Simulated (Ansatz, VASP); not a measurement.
## Mg in VASP and in Ansatz

File INCAR:

```
  ALGO = Normal
  EDIFF = 1E-8
  ENCUT = 520
  GGA = PE
  ISIF = 2
  ISMEAR = -1
  LASPH = True
  LCHARG = False
  LEFG = True
  LREAL = False
  LWAVE = False
  NBANDS = 7
  NELM = 80
  PREC = Accurate
  SIGMA = 0.03
```

The input KPOINTS:

```
k-points
0
Gamma
  19 19 19
```

POSCAR

```
Mg
1.0
   -1.4959298597      1.4959298597      1.4959298597
    1.4959298597     -1.4959298597      1.4959298597
    1.4959298597      1.4959298597     -1.4959298597
Mg
1
Direct
    0.0000000000      0.0000000000      0.0000000000
```

Input for Ansatz:

```yaml
crystal:
  lattice:
    - [-1.4959298597, 1.4959298597, 1.4959298597]
    - [1.4959298597, -1.4959298597, 1.4959298597]
    - [1.4959298597, 1.4959298597, -1.4959298597]
  atoms:
    - { symbol: Mg, position: [0.0, 0.0, 0.0] }
kpoints:
  mp_grid: { grid: [19, 19, 19] }
scf:
  occupations: { method: fermi_dirac, width: 0.03 }
hamiltonian:
  xc: pbe
  pseudopotentials: { kind: all_electron, datasets: crystal }
output:
  forces: true
  stress: true
  eigenvalues: true
  efg: { contact_densities: true }
```

Change from the starting cell: volume scaled by 1.04, crystal datasets.

Alike in both runs: task electric field gradients; functional PBE; k mesh 19 × 19 × 19; occupations fermi-dirac, width 0.03 eV; no spin polarisation.

```csv
,VASP,Ansatz
version,VASP 6.6.1,Ansatz 0.2.0
potentials or method,"VASP PAW PBE potentials, release 64 (Mg), cutoff 520 eV","all-electron PAW with datasets made for the crystal, scalar-relativistic"
```

```csv
,VASP,Ansatz,Ansatz less VASP
pressure (GPa),54.8,54.1,-0.71
```

Both programs put the cell under a high pressure, so it lies far from rest at this level. Ansatz ran all-electron here, and VASP with PAW potentials.
